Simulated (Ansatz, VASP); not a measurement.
Be: VASP beside Ansatz

```xyz
1
Lattice="0.0000 1.5742 1.5742 1.5742 0.0000 1.5742 1.5742 1.5742 0.0000" Properties=species:S:1:pos:R:3 pbc="T T T"
Be    0.0000    0.0000    0.0000
```

Alike in both runs: task single point; functional LDA; k mesh 19 × 19 × 19; occupations fermi-dirac, width 0.1 eV; no spin polarisation.

|  | VASP | Ansatz |
| --- | --- | --- |
| version | VASP 6.6.1 | Ansatz 0.2.0 |
| potentials or method | VASP PAW LDA potentials, release 64 (Be), cutoff 600 eV | plane waves (420 eV) with PAW, scalar-relativistic |
| valence electrons in the cell | 2 | 2 |

|  | VASP | Ansatz | Ansatz less VASP |
| --- | --- | --- | --- |
| pressure (GPa) | -4.3 | -4.7 | -0.42 |

Ansatz warns that its potentials were made for another functional, while VASP's fit it. LDA's correlation is that of Perdew and Zunger in VASP and of Perdew and Wang (1992) in Ansatz.
